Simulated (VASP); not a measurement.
# C (R-3m) in VASP: further runs

C is run at these levels: PBE; tasks: single point.

Everything below comes from runs of VASP 6.6.1. Logs are shortened: lines on timing, memory, paths and dates and some standing lists are left out, and cuts for length are marked.

## 1. The cell of the first run

It takes space group R-3m (No. 166, trigonal). The conventional cell has a = 2.545 Å, b = 2.545 Å, c = 28.613 Å, α = 90.00°, β = 90.00°, γ = 120.00°. C (site symmetry 3m) has 4 C at 1.42 to 1.54 Å within 1.9 Å. C (site symmetry 3m) has 4 C at 1.42 to 1.54 Å within 1.9 Å. C (site symmetry 3m) has 4 C at 1.42 to 1.54 Å within 1.9 Å. Within 1.9 Å of C (site symmetry 3m) lie 4 C at 1.44 to 1.54 Å. C (site symmetry 3m) has 4 C at 1.44 to 1.54 Å within 1.9 Å.

## 2. Single point, PBE

Input file INCAR:

```
ALGO     = Normal         # electronic algorithm
EDIFF    = 1E-7           # SCF threshold, eV
ENCUT    = 520            # plane-wave cutoff, eV
GGA      = PE             # functional
ISIF     = 2              # what is computed and relaxed
ISMEAR   = 0              # smearing method
LASPH    = T              # aspherical terms in the spheres
LCHARG   = F              # write CHGCAR
LREAL    = F              # projectors in reciprocal space
LWAVE    = F              # write WAVECAR
NBANDS   = 31             # bands
NELM     = 100            # most SCF steps
PREC     = Accurate       # precision mode
SIGMA    = 0.05           # smearing width, eV
```

Input file KPOINTS:

```
k-points
0
Gamma
  12 12 12
```

Input file POSCAR:

```
C
1.0
    1.2724000000      0.7346204825      9.5376666667
   -1.2724000000      0.7346204825      9.5376666667
    0.0000000000     -1.4692409650      9.5376666667
C
10
Direct
    0.0248257000      0.0248257000      0.0248257000
    0.9751743000      0.9751743000      0.9751743000
    0.1086810650      0.1086810650      0.1086810650
    0.8913189350      0.8913189350      0.8913189350
    0.1583663742      0.1583663742      0.1583663742
    0.8416336258      0.8416336258      0.8416336258
    0.3748589682      0.3748589682      0.3748589682
    0.6251410318      0.6251410318      0.6251410318
    0.4253192967      0.4253192967      0.4253192967
    0.5746807033      0.5746807033      0.5746807033
```

Potentials or basis: VASP PAW PBE potentials, release 64 (C).

Started as:

```bash
$ cat potpaw_PBE.64/C/POTCAR > POTCAR
$ mpirun -np 1 vasp_std > vasp.out
```

OUTCAR:

```text
EDIFF = 1E-7
   ENCUT = 520
   GGA = PE
   ISIF = 2
   ISMEAR = 0
   LASPH = T
   LREAL = F
   NELM = 100
   PREC = Accurate

 ion  position               nearest neighbor table
   1  0.025  0.025  0.025-   2 1.42   7 1.54   7 1.54   7 1.54
   2  0.975  0.975  0.975-   1 1.42   8 1.54   8 1.54   8 1.54
   3  0.109  0.109  0.109-   5 1.42   9 1.54   9 1.54   9 1.54
   4  0.891  0.891  0.891-   6 1.42  10 1.54  10 1.54  10 1.54
   5  0.158  0.158  0.158-   3 1.42   6 1.54   6 1.54   6 1.54
   6  0.842  0.842  0.842-   4 1.42   5 1.54   5 1.54   5 1.54
   7  0.375  0.375  0.375-   9 1.44   1 1.54   1 1.54   1 1.54
   8  0.625  0.625  0.625-  10 1.44   2 1.54   2 1.54   2 1.54
   9  0.425  0.425  0.425-   7 1.44   3 1.54   3 1.54   3 1.54
  10  0.575  0.575  0.575-   8 1.44   4 1.54   4 1.54   4 1.54

  LATTYP: Found a trigonal (rhomboedric) cell.
 ALAT       =     9.6501686233
 COS(alpha) =     0.9652297741

  Lattice vectors:

 A1 = (   1.2724000000,   0.7346204825,   9.5376666667)
 A2 = (  -1.2724000000,   0.7346204825,   9.5376666667)
 A3 = (   0.0000000000,  -1.4692409650,   9.5376666667)

Analysis of symmetry for initial positions (statically):
=====================================================================
 Subroutine PRICEL returns:
 Original cell was already a primitive cell.

 Routine SETGRP: Setting up the symmetry group for a
 trigonal (rhombohedral) supercell.

 Subroutine GETGRP returns: Found 12 space group operations
 (whereof 12 operations were pure point group operations)
 out of a pool of 12 trial point group operations.

The static configuration has the point symmetry D_3d.

Analysis of symmetry for dynamics (positions and initial velocities):
=====================================================================
 Subroutine PRICEL returns:
 Original cell was already a primitive cell.

 Routine SETGRP: Setting up the symmetry group for a
 trigonal (rhombohedral) supercell.

 Subroutine GETGRP returns: Found 12 space group operations
 (whereof 12 operations were pure point group operations)
 out of a pool of 12 trial point group operations.

The dynamic configuration has the point symmetry D_3d.

 Subroutine INISYM returns: Found 12 space group operations
 (whereof 12 operations are pure point group operations),
 and found     1 'primitive' translations

----------------------------------------------------------------------------------------

                                     Primitive cell

  volume of cell :      53.4909

  direct lattice vectors                    reciprocal lattice vectors
     1.272400000  0.734620483  9.537666667     0.392958189  0.226874516  0.034949149
    -1.272400000  0.734620483  9.537666667    -0.392958189  0.226874516  0.034949149
     0.000000000 -1.469240965  9.537666667     0.000000000 -0.453749033  0.034949149

  length of vectors
     9.650168623  9.650168623  9.650168623     0.455092988  0.455092988  0.455092988

  position of ions in fractional coordinates (direct lattice)
     0.024825700  0.024825700  0.024825700
     0.975174300  0.975174300  0.975174300
     0.108681065  0.108681065  0.108681065
     0.891318935  0.891318935  0.891318935
     0.158366374  0.158366374  0.158366374
     0.841633626  0.841633626  0.841633626
     0.374858968  0.374858968  0.374858968
     0.625141032  0.625141032  0.625141032
     0.425319297  0.425319297  0.425319297
     0.574680703  0.574680703  0.574680703

  ion indices of the primitive-cell ions
   primitive index   ion index
                 1           1
                 2           2
                 3           3
                 4           4
                 5           5
                 6           6
                 7           7
                 8           8
                 9           9
                10          10

----------------------------------------------------------------------------------------

 KPOINTS: k-points

Automatic generation of k-mesh.
 Grid dimensions read from file:
 generate k-points for:   12   12   12

 Generating k-lattice:

  Cartesian coordinates                     Fractional coordinates (reciprocal lattice)
     0.032746516  0.018906210  0.002912429     0.083333333  0.000000000 -0.000000000
    -0.032746516  0.018906210  0.002912429     0.000000000  0.083333333 -0.000000000
     0.000000000 -0.037812419  0.002912429    -0.000000000 -0.000000000  0.083333333

  Length of vectors
     0.037924416  0.037924416  0.037924416

  Shift w.r.t. Gamma in fractional coordinates (k-lattice)
     0.000000000  0.000000000  0.000000000

 Subroutine IBZKPT returns following result:
 ===========================================

 Found    189 irreducible k-points:

 Following reciprocal coordinates:
            Coordinates               Weight
  0.000000  0.000000  0.000000      1.000000
  0.083333 -0.000000  0.000000      6.000000
  0.166667 -0.000000  0.000000      6.000000
  0.250000 -0.000000  0.000000      6.000000
[... 69 lines left out ...]

  energy without entropy =      -89.09930931  energy(sigma->0) =      -89.09930931

 E-fermi :  11.0721     XC(G=0): -13.5368

 val. band max:       10.8214518029   @ k =   0.0000   0.0000   0.0000
 cond. band min:      14.1710364996   @ k =   0.5000   0.5000   0.0000
 fundamental gap:      3.3495846967
 Fermi energy:        11.0721122904

 k-point     1 :       0.0000    0.0000    0.0000
  band No.  band energies     occupation
      1     -11.7309      2.00000
      2     -10.4644      2.00000
      3     -10.4201      2.00000
      4      -6.6654      2.00000
      5      -6.6470      2.00000
      6      -0.6414      2.00000
[... 23 lines left out ...]
     30      18.3010      0.00000
     31      18.3250      0.00000

 k-point     2 :       0.0833   -0.0000    0.0000
  band No.  band energies     occupation
      1     -11.5631      2.00000
      2     -10.3506      2.00000
      3     -10.2018      2.00000
      4      -6.6361      2.00000
      5      -6.3620      2.00000
      6      -0.6972      2.00000
[... 23 lines left out ...]
     30      18.5839      0.00000
     31      18.8473      0.00000

 k-point     3 :       0.1667   -0.0000    0.0000
  band No.  band energies     occupation
      1     -11.0616      2.00000
      2      -9.9236      2.00000
      3      -9.6378      2.00000
      4      -6.3020      2.00000
      5      -5.7625      2.00000
      6      -0.5267      2.00000
[... 23 lines left out ...]
     30      19.7763      0.00000
     31      19.9458      0.00000

 k-point     4 :       0.2500   -0.0000    0.0000
  band No.  band energies     occupation
      1     -10.2334      2.00000
      2      -9.1743      2.00000
      3      -8.7542      2.00000
      4      -5.6667      2.00000
      5      -4.8844      2.00000
      6      -0.2626      2.00000
[... 23 lines left out ...]
     30      20.7038      0.00000
     31      21.0811      0.00000

 k-point     5 :       0.3333   -0.0000    0.0000
  band No.  band energies     occupation
      1      -9.0952      2.00000
      2      -8.1205      2.00000
      3      -7.5794      2.00000
      4      -4.7762      2.00000
      5      -3.8451      2.00000
      6      -1.0912      2.00000
[... 23 lines left out ...]
     30      21.7023      0.00000
     31      21.9684      0.00000
[... 542 lines left out ...]
     30      21.0015      0.00000
     31      21.2948      0.00000

 k-point    22 :       0.4167    0.1667    0.0000
  band No.  band energies     occupation
      1      -8.5856      2.00000
      2      -7.8259      2.00000
      3      -6.8806      2.00000
      4      -4.7165      2.00000
      5      -3.0967      2.00000
      6      -1.0320      2.00000
[... 23 lines left out ...]
     30      21.7508      0.00000
     31      21.8692      0.00000

 k-point    23 :       0.5000    0.1667    0.0000
  band No.  band energies     occupation
      1      -7.1987      2.00000
      2      -6.5354      2.00000
      3      -5.5784      2.00000
      4      -3.9189      2.00000
      5      -3.2514      2.00000
      6      -2.1698      2.00000
[... 23 lines left out ...]
     30      21.8948      0.00000
     31      22.4999      0.00000

 k-point    24 :      -0.4167    0.1667    0.0000
  band No.  band energies     occupation
      1      -6.0019      2.00000
      2      -5.6020      2.00000
      3      -5.1371      2.00000
      4      -4.1781      2.00000
      5      -3.9773      2.00000
      6      -2.7512      2.00000
[... 23 lines left out ...]
     30      22.0476      0.00000
     31      22.2535      0.00000

 [... further k-points ...]
[... 5 lines left out ...]
  --------------------------------------------------------------------------------------
  -------------------------------------------------------------------------------------
  Total       -2.8261186     -2.8261186     43.7034852      0.0000000      0.0000000      0.0000000
  in kB      -84.6488134    -84.6488134   1309.0208680      0.0000000      0.0000000      0.0000000
  external PRESSURE =     379.9077471 kB  Pullay stress =       0.0000000 kB

 VOLUME and BASIS-vectors are now :
 -----------------------------------------------------------------------------
  energy-cutoff  :      520.00
  volume of cell :       53.49
      direct lattice vectors                 reciprocal lattice vectors
     1.272400000  0.734620483  9.537666667     0.392958189  0.226874516  0.034949149
    -1.272400000  0.734620483  9.537666667    -0.392958189  0.226874516  0.034949149
     0.000000000 -1.469240965  9.537666667     0.000000000 -0.453749033  0.034949149

 POSITION                                       TOTAL-FORCE (eV/Angst)
 -----------------------------------------------------------------------------------
      0.00000      0.00000      0.71034         0.000000     -0.000000      0.993131
      0.00000      0.00000     27.90266         0.000000     -0.000000     -0.993131
      0.00000      0.00000      3.10969         0.000000      0.000000     -0.970952
      0.00000      0.00000     25.50331         0.000000     -0.000000      0.970952
      0.00000      0.00000      4.53134         0.000000     -0.000000      1.336258
      0.00000      0.00000     24.08166         0.000000      0.000000     -1.336258
      0.00000      0.00000     10.72584         0.000000     -0.000000     -1.204271
      0.00000      0.00000     17.88716         0.000000     -0.000000      1.204271
      0.00000      0.00000     12.16966         0.000000     -0.000000      1.209146
      0.00000      0.00000     16.44334         0.000000      0.000000     -1.209146
 -----------------------------------------------------------------------------------
    total drift:                               -0.000000     -0.000000      0.000000

  FREE ENERGIE OF THE ION-ELECTRON SYSTEM (eV)
  ---------------------------------------------------
  free  energy   TOTEN  =       -89.0993093122 eV

  energy  without entropy=      -89.0993093122  energy(sigma->0) =      -89.09930931
```

It took 69 min on 1 thread of Intel Xeon Platinum 8488C (Sapphire Rapids), shared host; peak memory 0.77 GiB.

What came out:

| Item | Value |
| --- | --- |
| Free energy | -89.0993 eV |
| Pressure | 38.0 GPa |
| Largest force | 1.336 eV/Å |
| Band gap on the k mesh | 3.35 eV (least direct gap 4.32 eV) |

Forces in eV/Å, atoms in the order of the input:
```
C    0.000  0.000  0.993
C    0.000  0.000 -0.993
C    0.000  0.000 -0.971
C    0.000  0.000  0.971
C    0.000  0.000  1.336
C    0.000  0.000 -1.336
C    0.000  0.000 -1.204
C    0.000  0.000  1.204
C    0.000  0.000  1.209
C    0.000  0.000 -1.209
```

Caveat: the stress differs along the axes, from -8 to 131 GPa; forces of over 1 eV/Å act on the atoms, so gaps and moduli don't describe the material at rest. As with any semilocal functional, this PBE gap is likely too small.

## 3. Single point, PBE

This run uses another cell than the first one, of 5.36 Å³/atom.

Input file INCAR:

```
PREC = Accurate
ENCUT = 520
EDIFF = 1E-7
ISMEAR = 0
SIGMA = 0.05
LREAL = F
LASPH = T
NELM = 80
ALGO = Normal
ISIF = 2
LWAVE = F
LCHARG = T
GGA = PE
LELF = T
LVHAR = T
NBANDS = 31
```

Input file KPOINTS:

```
regular mesh
0
Gamma
  12 12 12
```

POSCAR, as its differences from that of step 2:

```diff
@@ -2,5 +2,5 @@
 1.0
-    1.2724000000      0.7346204825      9.5376666667
-   -1.2724000000      0.7346204825      9.5376666667
-    0.0000000000     -1.4692409650      9.5376666667
+    1.2220000000      0.7055220289     10.3670139469
+   -1.2220000000      0.7055220289     10.3670139469
+    0.0000000000     -1.4110440579     10.3670139469
 C
```

Potentials or basis: VASP PAW PBE potentials, release 64 (C).

Started as:

```bash
$ cat potpaw_PBE.64/C/POTCAR > POTCAR
$ mpirun -np 1 vasp_std > vasp.out
```

It took 88 min on 1 thread of Intel Xeon Platinum 8488C (Sapphire Rapids), shared host; peak memory 0.95 GiB.

It converged, with:

| Item | Value |
| --- | --- |
| Free energy | -90.4006 eV |
| Pressure | 30.9 GPa |
| Largest force | 0.204 eV/Å |
| Band gap on the k mesh | 4.76 eV (least direct gap 4.86 eV) |

Forces on the atoms (eV/Å):
```
C    0.000  0.000 -0.132
C    0.000  0.000  0.132
C    0.000  0.000  0.130
C    0.000  0.000 -0.130
C    0.000  0.000 -0.182
C    0.000  0.000  0.182
C    0.000  0.000  0.202
C    0.000  0.000 -0.202
C    0.000  0.000 -0.204
C    0.000  0.000  0.204
```

Stress tensor (GPa, compression positive):
```
44.58  0.00  0.00
 0.00 44.58  0.00
 0.00  0.00  3.65
```

Levels at points of the mesh, in eV from the valence-band top:
```
           k point  band 16  band 17  band 18  band 19  band 20  band 21  band 22  band 23  band 24  band 25
(0.00, 0.00, 0.00)    -1.21    -1.21    -0.25     0.00     0.00     4.86     5.83     5.83     7.19     7.19
(0.50, 0.00, 0.00)    -5.12    -4.66    -4.61    -3.82    -3.22     5.36     5.36     5.99     6.05     6.93
(0.50, 0.50, 0.00)    -5.57    -4.48    -4.35    -3.67    -3.66     5.17     5.18     5.97     6.02     6.80
(0.50, 0.50, 0.50)    -2.03    -0.43    -0.43    -0.38    -0.38     6.26     6.28     6.28     6.29     6.38
```

Caveat: the stress differs along the axes, from 4 to 45 GPa.

## 4. Single point, PBE

This run uses another cell than the first one, of 5.40 Å³/atom.

Input file INCAR:

```
PREC = Accurate
ENCUT = 520
EDIFF = 1E-6
ISMEAR = 0
SIGMA = 0.05
LREAL = False
LASPH = True
NELM = 80
ALGO = Normal
ISIF = 2
LWAVE = False
LCHARG = False
GGA = PE
NBANDS = 31
```

Input file KPOINTS:

```
Automatic mesh
0
Gamma
  12 12 12
```

POSCAR, as its differences from that of step 3:

```diff
@@ -2,5 +2,5 @@
 1.0
-    1.2220000000      0.7055220289     10.3670139469
-   -1.2220000000      0.7055220289     10.3670139469
-    0.0000000000     -1.4110440579     10.3670139469
+    1.2597845300      0.7273369375      9.8141000000
+   -1.2597845300      0.7273369375      9.8141000000
+    0.0000000000     -1.4546738750      9.8141000000
 C
```

Started as:

```bash
$ cat potpaw_PBE.64/C/POTCAR > POTCAR
$ mpirun -np 1 vasp_std > vasp.out
```

It took 70 min on 1 thread of Intel Xeon Platinum 8488C (Sapphire Rapids), shared host; peak memory 0.94 GiB.

Results (log left out):

```
Free energy            : -90.1271 eV
Pressure               : 29.2 GPa
Largest force          : 0.591 eV/Å
Band gap on the k mesh : 3.93 eV (least direct gap 4.81 eV)
```

Forces on the atoms (eV/Å):
```
C    0.000  0.000  0.418
C    0.000  0.000 -0.418
C    0.000  0.000 -0.405
C    0.000  0.000  0.405
C    0.000  0.000  0.591
C    0.000  0.000 -0.591
C    0.000  0.000 -0.498
C    0.000  0.000  0.498
C    0.000  0.000  0.503
C    0.000  0.000 -0.503
```

Stress tensor (GPa, compression positive):
```
 3.29  0.00  0.00
 0.00  3.29  0.00
 0.00  0.00 81.10
```

Levels at points of the mesh, in eV from the valence-band top:
```csv
k point,band 17,band 18,band 19,band 20,band 21,band 22,band 23,band 24
"(0.00, 0.00, 0.00)",-1.68,-0.30,0.00,0.00,4.81,4.81,6.54,6.54
"(0.50, 0.00, 0.00)",-4.80,-4.74,-3.65,-2.83,4.19,4.22,6.28,6.43
"(0.50, 0.50, 0.00)",-4.26,-4.23,-3.47,-3.45,3.93,4.98,5.08,6.40
"(0.50, 0.50, 0.50)",-0.64,-0.64,-0.58,-0.58,5.44,5.44,5.58,5.58
```

Caveat: the stress differs along the axes, from 3 to 81 GPa. A k mesh can miss the band edges.

## 5. Single point, PBE

This run uses another cell than the first one, of 5.24 Å³/atom.

Input file INCAR:

```
PREC = Accurate ; ENCUT = 520
EDIFF = 1E-6 ; ISMEAR = 0
SIGMA = 0.05 ; LREAL = F
LASPH = T ; NELM = 80
ALGO = Normal ; ISIF = 2
LWAVE = F ; LCHARG = F
GGA = PE ; NBANDS = 31
```

KPOINTS is that of step 4.

POSCAR, as its differences from that of step 4:

```diff
@@ -2,5 +2,5 @@
 1.0
-    1.2597845300      0.7273369375      9.8141000000
-   -1.2597845300      0.7273369375      9.8141000000
-    0.0000000000     -1.4546738750      9.8141000000
+    1.2597845300      0.7273369375      9.5376666667
+   -1.2597845300      0.7273369375      9.5376666667
+    0.0000000000     -1.4546738750      9.5376666667
 C
```

Started as:

```bash
$ cat potpaw_PBE.64/C/POTCAR > POTCAR
$ mpirun -np 1 vasp_std > vasp.out
```

Run time: 73 min. Hardware: 1 thread of Intel Xeon Platinum 8259CL at 2.50GHz (Skylake/Cascade Lake), shared host; peak memory 0.8 GiB.

Results (log left out):

```yaml
Free_energy: -89.1098 eV
Pressure: 48.2 GPa
Largest_force: 1.260 eV/Å
Band_gap_on_the_k_mesh: 3.53 eV (least direct gap 4.48 eV)
```

Forces on the atoms (eV/Å):
```
C    0.000  0.000  0.949
C    0.000  0.000 -0.949
C    0.000  0.000 -0.928
C    0.000  0.000  0.928
C    0.000  0.000  1.260
C    0.000  0.000 -1.260
C    0.000  0.000 -1.116
C    0.000  0.000  1.116
C    0.000  0.000  1.121
C    0.000  0.000 -1.121
```

Stress tensor (GPa, compression positive):
```
  4.98   0.00   0.00
  0.00   4.98   0.00
  0.00   0.00 134.68
```

Levels at points of the mesh, in eV from the valence-band top:
```csv
k point,band 16,band 17,band 18,band 19,band 20,band 21,band 22,band 23,band 24,band 25
"(0.00, 0.00, 0.00)",-1.93,-1.93,-0.45,0.00,0.00,4.48,4.48,6.39,6.39,6.80
"(0.50, 0.00, 0.00)",-5.02,-4.95,-4.95,-3.71,-2.77,3.81,3.85,6.11,6.32,7.70
"(0.50, 0.50, 0.00)",-5.73,-4.32,-4.30,-3.52,-3.49,3.53,4.68,4.82,6.89,7.97
"(0.50, 0.50, 0.50)",-1.62,-0.76,-0.76,-0.69,-0.69,5.22,5.22,5.37,5.37,6.88
```

Caveat: the stress differs along the axes, from 5 to 135 GPa; forces of over 1 eV/Å act on the atoms, so gaps and moduli don't describe the material at rest. A k mesh can miss the band edges.

## 6. Overview

| cell | gap on the mesh (eV) | pressure (GPa) | largest force (eV/Å) |
| --- | --- | --- | --- |
| a = 9.650 Å, angles 15.2°, 10 atoms | 3.35 | 38.0 | 1.34 |
| a = 10.463 Å, angles 13.4°, 10 atoms | 4.76 | 30.9 | 0.20 |
| a = 9.921 Å, angles 14.6°, 10 atoms | 3.93 | 29.2 | 0.59 |
| a = 9.648 Å, angles 15.0°, 10 atoms | 3.53 | 48.2 | 1.26 |

Alike in all rows: task single point; level PBE; potentials or basis VASP PAW PBE potentials, release 64 (C); no spin polarisation; k mesh 12 × 12 × 12; cutoff (eV) 520; smearing gaussian 0.05 eV.

Caveats: forces of over 1 eV/Å act on the atoms, so gaps and moduli don't describe the material at rest (at least some runs); the stress differs along the axes, from -8 to 131 GPa (at least some runs); the stress differs along the axes, from 4 to 45 GPa (at least some runs); the stress differs along the axes, from 3 to 81 GPa (at least some runs); the stress differs along the axes, from 5 to 135 GPa (at least some runs).

Absolute energies hang on the potentials; compare differences alone.
